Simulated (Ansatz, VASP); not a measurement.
## Two plane-wave programs on AlN

File POSCAR:

```
AlN
1.0
    0.0000000000      2.1848764208      2.1848764208
    2.1848764208      0.0000000000      2.1848764208
    2.1848764208      2.1848764208      0.0000000000
Al N
1 1
Direct
    0.0000000000      0.0000000000      0.0000000000
    0.2500000000      0.2500000000      0.2500000000
```

The input INCAR.step1:

```
ALGO = Normal
EDIFF = 1E-5
ENCUT = 520
GGA = PE
ISIF = 2
ISMEAR = 0
LASPH = T
LCHARG = F
LREAL = F
LWAVE = T
NBANDS = 11
NELM = 60
PREC = Accurate
SIGMA = 0.01
```

Contents of INCAR.step2:

```
ALGO = Normal
EDIFF = 1E-7
ENCUT = 520
GGA = PE
HFSCREEN = 0.2079
ISIF = 2
ISMEAR = 0
ISTART = 1
LASPH = T
LCHARG = F
LHFCALC = T
LREAL = F
LWAVE = F
NBANDS = 11
NELM = 60
PREC = Accurate
PRECFOCK = Normal
SIGMA = 0.01
```

Contents of KPOINTS:

```
k-points
0
Gamma
  4 4 4
```

Input for Ansatz:

```yaml
crystal:
  lattice:
    - [0.0, 2.1848764208, 2.1848764208]
    - [2.1848764208, 0.0, 2.1848764208]
    - [2.1848764208, 2.1848764208, 0.0]
  atoms:
    - { symbol: Al, position: [0.0, 0.0, 0.0] }
    - { symbol: "N", position: [0.25, 0.25, 0.25] }
kpoints:
  mp_grid: { grid: [4, 4, 4] }
hamiltonian:
  xc: hse06
scf:
  occupations: { method: fixed }
  n_extra_bands: 4
output:
  forces: true
  stress: true
  eigenvalues: true
```

Alike in both runs: task single point; functional HSE06; k mesh 4 × 4 × 4; no spin polarisation.

```csv
,VASP,Ansatz
version,VASP 6.6.1,Ansatz 0.2.0
potentials or method,"VASP PAW PBE potentials, release 64 (Al, N)","plane waves, PAW"
plane-wave cutoff (eV),520,420
occupations,"gaussian, width 0.01 eV",fixed
valence electrons in the cell,8,8
```

```tsv
	VASP	Ansatz	Ansatz less VASP
gap on the k mesh at the Fermi level (eV)	4.55	4.55	-0.004
pressure (GPa)	-0.8	-0.6	+0.23
```

Ansatz's warnings: stress exchange threshold loose, stress scf threshold loose.

The k mesh is coarse, so the values compare programs but aren't converged.
